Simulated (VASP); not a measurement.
# KBr (Amm2) in VASP: single point with LDA

Aim: the single point of KBr with LDA.

Program: VASP 6.6.1. These are calculated values, not measurements. Logs are shortened: lines on timing, memory, paths and dates and some standing lists are left out, and cuts for length are marked.

## 1. The cell of the first run

The structure is orthorhombic, space group Amm2 (No. 38). The conventional cell has a = 4.043 Å, b = 5.718 Å, c = 5.718 Å, α = 90.00°, β = 90.00°, γ = 90.00°. Within 4.3 Å of K (site symmetry mm2) lie 8 Br at 3.26 to 3.75 Å and 6 K at 4.04 Å. Br (site symmetry mm2) has 8 K at 3.26 to 3.75 Å and 6 Br at 4.04 Å within 4.3 Å.

## 2. Single point, LDA (atom 1 (K) moved by (-0.300, +0.000) A along [1 1 0] and z)

INCAR reads:

```
PREC = Accurate
ENCUT = 520
EDIFF = 1E-6
ISMEAR = 0
SIGMA = 0.05
LREAL = F
LASPH = T
NELM = 60
ALGO = Normal
ISIF = 2
LWAVE = F
LCHARG = T
GGA = CA
LELF = T
LVHAR = T
NBANDS = 15
```

KPOINTS reads:

```
Automatic mesh
0
Gamma
  6 6 6
```

POSCAR reads:

```
KBr
1.0
    4.0434990000      0.0000000000      0.0000000000
    0.0000000000      4.0434990000      0.0000000000
    0.0000000000      0.0000000000      4.0434990000
K Br
1 1
Direct
   -0.0524624921     -0.0524624921      0.0000000000
    0.5000000000      0.5000000000      0.5000000000
```

Potentials or basis: VASP PAW LDA potentials, release 64 (K_sv, Br).

Run with:

```bash
cat potpaw_LDA.64/K_sv/POTCAR potpaw_LDA.64/Br/POTCAR > POTCAR
mpirun -np 1 vasp_std > vasp.out
```

OUTCAR:

```text
PREC = Accurate
   ENCUT = 520
   EDIFF = 1E-6
   ISMEAR = 0
   LREAL = F
   LASPH = T
   NELM = 60
   ISIF = 2
   GGA = CA

 ion  position               nearest neighbor table
   1  0.948  0.948  0.000-   2 3.26   2 3.26
   2  0.500  0.500  0.500-   1 3.26   1 3.26

  LATTYP: Found a simple cubic cell.
 ALAT       =     4.0434990000

  Lattice vectors:

 A1 = (   4.0434990000,   0.0000000000,   0.0000000000)
 A2 = (   0.0000000000,   4.0434990000,   0.0000000000)
 A3 = (   0.0000000000,   0.0000000000,   4.0434990000)

Analysis of symmetry for initial positions (statically):
=====================================================================
 Subroutine PRICEL returns:
 Original cell was already a primitive cell.

 Routine SETGRP: Setting up the symmetry group for a
 simple cubic supercell.

 Subroutine GETGRP returns: Found  4 space group operations
 (whereof  4 operations were pure point group operations)
 out of a pool of 48 trial point group operations.

The static configuration has the point symmetry C_2v.

Analysis of symmetry for dynamics (positions and initial velocities):
=====================================================================
 Subroutine PRICEL returns:
 Original cell was already a primitive cell.

 Routine SETGRP: Setting up the symmetry group for a
 simple cubic supercell.

 Subroutine GETGRP returns: Found  4 space group operations
 (whereof  4 operations were pure point group operations)
 out of a pool of 48 trial point group operations.

The dynamic configuration has the point symmetry C_2v.

 Subroutine INISYM returns: Found  4 space group operations
 (whereof  4 operations are pure point group operations),
 and found     1 'primitive' translations

----------------------------------------------------------------------------------------

                                     Primitive cell

  volume of cell :      66.1107

  direct lattice vectors                    reciprocal lattice vectors
     4.043499000  0.000000000  0.000000000     0.247310559  0.000000000  0.000000000
     0.000000000  4.043499000  0.000000000     0.000000000  0.247310559  0.000000000
     0.000000000  0.000000000  4.043499000     0.000000000  0.000000000  0.247310559

  length of vectors
     4.043499000  4.043499000  4.043499000     0.247310559  0.247310559  0.247310559

  position of ions in fractional coordinates (direct lattice)
     0.947537508  0.947537508  0.000000000
     0.500000000  0.500000000  0.500000000

  ion indices of the primitive-cell ions
   primitive index   ion index
                 1           1
                 2           2

[... 84 lines left out ...]
   EMIN   =  10.00;   EMAX   =-10.00  energy-range for DOS
   EFERMI =   0.00;   METHOD = LEGACY
   ISMEAR =     0;   SIGMA  =   0.05  broadening in eV -4-tet -1-fermi 0-gaus
   EFERMI_NEDOS =   21; number of points for ismear=-14 and -15
   IALGO  =     38    algorithm
   IMIX   =      4    mixing-type and parameters
     AMIX     =   0.40;   BMIX     =  1.00
     AMIX_MAG =   1.60;   BMIX_MAG =  1.00
  volume/ion in A,a.u.               =      33.06       223.07
  Fermi-wavevector in a.u.,A,eV,Ry     =   1.020213  1.927923 14.161412  1.040834
  Thomas-Fermi vector in A             =   2.153770
   LORBIT       =      0    0 simple, 1 ext, 2 COOP (PROOUT), +10 PAW based schemes
   GGA     = CA    functional components
   LHFCALC =     F    Hartree Fock is set to
   AEXX    =    0.0000 exact exchange contribution
   IVDW    =     0    specifies the selected vdW correction
   LEPSILON=     F    determine dielectric tensor
   LRPA    =     F    only Hartree local field effects (RPA)
 non-spin polarized calculation
 Gauss-broadening in eV      SIGMA  =   0.05
  energy-cutoff  :      520.00
  volume of cell :       66.11
 maximum number of plane-waves:      1800
   NGX = 15   NGY = 15   NGZ = 15

 number of electron      15.9999998 magnetization

 Free energy of the ion-electron system (eV)
  ---------------------------------------------------
  ext. energy  EPLUGINS =         0.00000000
  ---------------------------------------------------
  free energy    TOTEN  =        -6.66860399 eV

  energy without entropy =       -6.66860399  energy(sigma->0) =       -6.66860399

 E-fermi :  -0.7018     XC(G=0):  -8.3021

 val. band max:       -0.9599960053   @ k =   0.0000   0.5000   0.5000
 cond. band min:       2.5595241132   @ k =   0.0000   0.0000   0.0000
 fundamental gap:      3.5195201185
 Fermi energy:        -0.7018223967

 k-point     1 :       0.0000    0.0000    0.0000
  band No.  band energies     occupation
      1     -29.1695      2.00000
      2     -13.7756      2.00000
      3     -12.8304      2.00000
      4     -12.8302      2.00000
      5     -12.8105      2.00000
      6      -1.2345      2.00000
      7      -1.2199      2.00000
      8      -1.2148      2.00000
      9       2.5595      0.00000
     10       4.6772      0.00000
     11       4.7795      0.00000
     12       8.5614      0.00000
     13       8.6405      0.00000
     14       8.6639      0.00000
[... 401 lines left out ...]
      2     -13.5899      2.00000
      3     -12.9853      2.00000
      4     -12.9013      2.00000
      5     -12.7921      2.00000
      6      -2.3628      2.00000
      7      -2.3572      2.00000
      8      -0.9763      2.00000
      9       3.9869      0.00000
     10       5.3177      0.00000
     11       6.9317      0.00000
     12       7.0182      0.00000
     13       8.8508      0.00000
     14       8.9996      0.00000
     15       9.9509      0.00000

 [... further k-points ...]

------------------------ aborting loop because EDIFF is reached ----------------------------------------

  FORCE on cell =-STRESS in cart. coord.  units (eV):
  Direction    XX          YY          ZZ          XY          YZ          ZX
  --------------------------------------------------------------------------------------
  -------------------------------------------------------------------------------------
  Total       -0.9106160     -0.9106160     -0.9083563      0.1514135      0.0000000      0.0000000
  in kB      -22.0685529    -22.0685529    -22.0137882      3.6694675      0.0000000      0.0000000
  external PRESSURE =     -22.0502980 kB  Pullay stress =       0.0000000 kB

 VOLUME and BASIS-vectors are now :
 -----------------------------------------------------------------------------
  energy-cutoff  :      520.00
  volume of cell :       66.11
      direct lattice vectors                 reciprocal lattice vectors
     4.043499000  0.000000000  0.000000000     0.247310559  0.000000000  0.000000000
     0.000000000  4.043499000  0.000000000     0.000000000  0.247310559  0.000000000
     0.000000000  0.000000000  4.043499000     0.000000000  0.000000000  0.247310559

 POSITION                                       TOTAL-FORCE (eV/Angst)
 -----------------------------------------------------------------------------------
      3.83137      3.83137      0.00000         0.087760      0.087760      0.000000
      2.02175      2.02175      2.02175        -0.087760     -0.087760      0.000000
 -----------------------------------------------------------------------------------
    total drift:                               -0.000176     -0.000176     -0.000000

  FREE ENERGIE OF THE ION-ELECTRON SYSTEM (eV)
  ---------------------------------------------------
  free  energy   TOTEN  =        -6.6686039904 eV

  energy  without entropy=       -6.6686039904  energy(sigma->0) =       -6.66860399
```

Run time: 36 s. Hardware: 1 thread of Intel Xeon Platinum 8259CL at 2.50GHz (Skylake/Cascade Lake), shared host; peak memory 0.18 GiB.

Results:

```
Free energy            : -6.6686 eV
Pressure               : -2.2 GPa
Largest force          : 0.124 eV/Å
Band gap on the k mesh : 3.52 eV, indirect (least direct gap 3.77 eV)
```

Forces in eV/Å, atoms in the order of the input:
```
K    0.088  0.088  0.000
Br  -0.088 -0.088  0.000
```

Stress tensor (GPa, compression positive):
```
-2.21  0.37  0.00
 0.37 -2.21  0.00
 0.00  0.00 -2.20
```

Caveat: the cell differs from its parent crystal (atom 1 (K) moved by (-0.300, +0.000) A along [1 1 0] and z).
